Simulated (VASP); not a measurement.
Set up this calculation in VASP 6.6.1, as the native input.

```
Task                   : single point
Functional             : PBEsol
Potentials or basis    : VASP PAW PBE potentials, release 64 (Nb_sv)
Cutoff                 : 500 eV
k mesh                 : 9 × 9 × 9
Occupations            : fermi-dirac, width 0.1 eV
Spin                   : no spin polarisation
Dipole correction      : no
Further INCAR settings : ALGO = Normal; EDIFF = 1e-06; NBANDS = 12
```

The structure of Nb lies in POSCAR:

```
Nb
1.0
   -1.6357026841      1.6357026841      1.6357026841
    1.6357026841     -1.6357026841      1.6357026841
    1.6357026841      1.6357026841     -1.6357026841
Nb
1
Direct
    0.0000000000      0.0000000000      0.0000000000
```

These files were run (other wordings do the same):

INCAR

```
SYSTEM = Nb
ALGO     = Normal         ! electronic algorithm
EDIFF    = 1E-6           ! SCF threshold, eV
ENCUT    = 500            ! plane-wave cutoff, eV
GGA      = PS             ! functional
GGA_COMPAT= .FALSE.      
ISIF     = 2              ! what is computed and relaxed
ISMEAR   = -1             ! smearing method
LASPH    = .TRUE.         ! aspherical terms in the spheres
LCHARG   = .FALSE.        ! write CHGCAR
LREAL    = .FALSE.        ! projectors in reciprocal space
LWAVE    = .FALSE.        ! write WAVECAR
NBANDS   = 12             ! bands
NELM     = 120            ! most SCF steps
PREC     = Accurate       ! precision mode
SIGMA    = 0.1            ! smearing width, eV
```

KPOINTS

```
k-points
0
G
  9 9 9
  0 0 0
```

Potentials or basis: VASP PAW PBE potentials, release 64 (Nb_sv).

Command:

```sh
$ cat potpaw_PBE.64/Nb_sv/POTCAR > POTCAR
$ mpirun -np 1 vasp_std > vasp.out
```

Results of the run:

The pressure is -0.4 GPa and the band gap on the k mesh is zero (an odd number of electrons rules out a gap without spin polarisation).

Caveat: the PAW data sets were made with another functional, which shifts forces and pressure a little.

It took 5.4 s on 1 thread of Intel(R) Xeon(R) Platinum 8375C CPU @ 2.90GHz (Ice Lake) (shared host), peak memory 0.13 GiB.
